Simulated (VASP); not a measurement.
# Nb (I4/mmm) in VASP: a series of runs, part 2 of 2

VASP 6.6.1.

### 5 Single point, PBE (strain -0.025 along x and y, -0.050 along z)

INCAR reads:

```
SYSTEM = Nb
ALGO     = Fast           ! electronic algorithm
EDIFF    = 1E-6           ! SCF threshold, eV
ENCUT    = 520            ! plane-wave cutoff, eV
GGA      = PE             ! functional
ISIF     = 2              ! what is computed and relaxed
ISMEAR   = 0              ! smearing method
LASPH    = .True.         ! aspherical terms in the spheres
LCHARG   = .False.        ! write CHGCAR
LREAL    = .False.        ! projectors in reciprocal space
LWAVE    = .False.        ! write WAVECAR
NBANDS   = 12             ! bands
NELM     = 80             ! most SCF steps
PREC     = Accurate       ! precision mode
SIGMA    = 0.15           ! smearing width, eV
```

KPOINTS reads:

```
k-points
0
Gamma
  20 20 20
  0 0 0
```

POSCAR reads:

```
Nb
1.0
   -1.6223512500      1.6223512500      1.5807525000
    1.6223512500     -1.6223512500      1.5807525000
    1.6223512500      1.6223512500     -1.5807525000
Nb
1
Direct
    0.0000000000      0.0000000000      0.0000000000
```

Potentials or basis: VASP PAW PBE potentials, release 64 (Nb_sv).

Run with:

```bash
> cat potpaw_PBE.64/Nb_sv/POTCAR > POTCAR
> mpirun -np 1 vasp_std > vasp.out
```

OUTCAR:

```text
SYSTEM = Nb
   EDIFF = 1E-6
   ENCUT = 520
   GGA = PE
   ISIF = 2
   ISMEAR = 0
   LASPH = .True.
   LREAL = .False.
   NELM = 80
   PREC = Accurate

 ion  position               nearest neighbor table
   1  0.000  0.000  0.000-

  LATTYP: Found a body centered tetragonal cell.
 ALAT       =     3.2447025000
 C/A-ratio  =     0.9743589744

  Lattice vectors:

 A1 = (  -1.6223512500,   1.6223512500,   1.5807525000)
 A2 = (   1.6223512500,  -1.6223512500,   1.5807525000)
 A3 = (   1.6223512500,   1.6223512500,  -1.5807525000)

Analysis of symmetry for initial positions (statically):
=====================================================================
 Subroutine PRICEL returns:
 Original cell was already a primitive cell.

 Routine SETGRP: Setting up the symmetry group for a
 body centered tetragonal supercell.

 Subroutine GETGRP returns: Found 16 space group operations
 (whereof 16 operations were pure point group operations)
 out of a pool of 16 trial point group operations.

The static configuration has the point symmetry D_4h.

Analysis of symmetry for dynamics (positions and initial velocities):
=====================================================================
 Subroutine PRICEL returns:
 Original cell was already a primitive cell.

 Routine SETGRP: Setting up the symmetry group for a
 body centered tetragonal supercell.

 Subroutine GETGRP returns: Found 16 space group operations
 (whereof 16 operations were pure point group operations)
 out of a pool of 16 trial point group operations.

The dynamic configuration has the point symmetry D_4h.

 Subroutine INISYM returns: Found 16 space group operations
 (whereof 16 operations are pure point group operations),
 and found     1 'primitive' translations

----------------------------------------------------------------------------------------

                                     Primitive cell
[... 111 lines left out ...]
  Fermi-wavevector in a.u.,A,eV,Ry     =   1.507711  2.849160 30.928656  2.273192
  Thomas-Fermi vector in A             =   2.618261
   LORBIT       =      0    0 simple, 1 ext, 2 COOP (PROOUT), +10 PAW based schemes
   GGA     = PE    functional components
   LHFCALC =     F    Hartree Fock is set to
   AEXX    =    0.0000 exact exchange contribution
   IVDW    =     0    specifies the selected vdW correction
   LEPSILON=     F    determine dielectric tensor
   LRPA    =     F    only Hartree local field effects (RPA)
 non-spin polarized calculation
 RMM-DIIS sequential band-by-band and
 Gauss-broadening in eV      SIGMA  =   0.15
  energy-cutoff  :      520.00
  volume of cell :       16.64
 maximum number of plane-waves:       466
 NGX is ok and might be reduce to    24
   NGX = 11   NGY = 11   NGZ = 11

 number of electron      13.0000000 magnetization

 Free energy of the ion-electron system (eV)
  ---------------------------------------------------
  ext. energy  EPLUGINS =         0.00000000
  ---------------------------------------------------
  free energy    TOTEN  =       -10.14931969 eV

  energy without entropy =      -10.13410935  energy(sigma->0) =      -10.14171452

 E-fermi :  12.3317     XC(G=0): -12.9138

 val. band max:       12.3284556238   @ k =  -0.1500   0.1500   0.0500
 cond. band min:      12.3439902763   @ k =  -0.0500   0.1000   0.0500
 fundamental gap:      0.0155346525
 Fermi energy:        12.3317058652

 k-point     1 :       0.0000    0.0000    0.0000
  band No.  band energies     occupation
      1     -41.9614      2.00000
      2     -17.0651      2.00000
      3     -17.0651      2.00000
      4     -17.0642      2.00000
      5       6.2494      2.00000
      6      12.4487      0.26982
      7      12.7723      0.00003
      8      12.7723      0.00003
      9      15.6062      0.00000
     10      16.0543      0.00000
     11      26.5967      0.00000
     12      26.5981      0.00000
[... 331 lines left out ...]
 k-point    24 :      -0.3500    0.0500    0.0000
  band No.  band energies     occupation
      1     -41.7142      2.00000
      2     -18.3457      2.00000
      3     -17.4754      2.00000
      4     -17.1051      2.00000
      5       8.6405      2.00000
      6      10.8424      2.00000
      7      12.6928      0.00066
      8      15.6539      0.00000
      9      16.2829      0.00000
     10      16.9227      0.00000
     11      26.0446      0.00000
     12      28.2242      0.00000

 [... further k-points ...]
[... 5 lines left out ...]
  --------------------------------------------------------------------------------------
  -------------------------------------------------------------------------------------
  Total        1.6193940      1.6193940      1.9739510      0.0000000      0.0000000      0.0000000
  in kB      155.9011994    155.9011994    190.0348728      0.0000000      0.0000000      0.0000000
  external PRESSURE =     167.2790906 kB  Pullay stress =       0.0000000 kB

 VOLUME and BASIS-vectors are now :
 -----------------------------------------------------------------------------
  energy-cutoff  :      520.00
  volume of cell :       16.64
      direct lattice vectors                 reciprocal lattice vectors
    -1.622351250  1.622351250  1.580752500     0.000000000  0.308194665  0.316305051
     1.622351250 -1.622351250  1.580752500     0.308194665  0.000000000  0.316305051
     1.622351250  1.622351250 -1.580752500     0.308194665  0.308194665  0.000000000

 POSITION                                       TOTAL-FORCE (eV/Angst)
 -----------------------------------------------------------------------------------
      0.00000      0.00000      0.00000        -0.000000      0.000000     -0.000000
 -----------------------------------------------------------------------------------
    total drift:                                0.000000      0.000000     -0.000000

  FREE ENERGIE OF THE ION-ELECTRON SYSTEM (eV)
  ---------------------------------------------------
  free  energy   TOTEN  =       -10.1493196894 eV

  energy  without entropy=      -10.1341093451  energy(sigma->0) =      -10.14171452
```

stdout:

```text
POSCAR found type information on POSCAR Nb
 POSCAR found :  1 types and       1 ions
 scaLAPACK will be used
 LDA part: xc-table for (Slater+PW92), standard interpolation
 POSCAR, INCAR and KPOINTS ok, starting setup
 FFT: planning ... GRIDC
 FFT: planning ... GRID_SOFT
 FFT: planning ... GRID
 WAVECAR not read
 entering main loop
WARNING in EDDRMM: call to ZHEGV failed, returncode =   6  3     11
```

Run time: 2.5 min. Hardware: 1 thread of Intel Xeon Platinum 8259CL at 2.50GHz (Skylake/Cascade Lake), shared host; peak memory 0.24 GiB.

What came out:

| Quantity | Value |
| --- | --- |
| Free energy | -10.1493 eV |
| Pressure | 16.7 GPa |

Levels at points of the mesh, in eV from the Fermi level:
```csv
k point,band 4,band 5,band 6,band 7,band 8,band 9
"(0.00, 0.00, 0.00)",-29.40,-6.08,0.12,0.44,0.44,3.27
"(0.50, 0.00, 0.00)",-29.43,-4.09,-2.03,2.78,3.67,4.48
"(0.50, 0.50, 0.00)",-29.39,-4.04,-1.69,2.56,3.31,4.21
"(0.50, 0.50, 0.50)",-30.51,-4.25,-4.18,6.12,6.12,6.23
```

Caveat: the cell differs from its parent crystal (strain -0.025 along x and y, -0.050 along z).

### 6 Summary

```csv
cell,gap on the mesh (eV),pressure (GPa)
"a = 3.002 Å, angles 108.8, 108.8, 110.8°, 1 atom",none,-18.2
"a = 2.762 Å, angles 110.2, 110.2, 108.1°, 1 atom",none,23.0
"a = 2.787 Å, angles 110.9, 110.9, 106.7°, 1 atom",none,17.0
"a = 2.786 Å, angles 108.8, 108.8, 110.9°, 1 atom",none,16.7
```

Alike in all rows: task single point; level PBE; potentials or basis VASP PAW PBE potentials, release 64 (Nb_sv); no spin polarisation; k mesh 20 × 20 × 20; cutoff (eV) 520; smearing gaussian 0.15 eV.

Absolute energies hang on the potentials; compare differences alone.
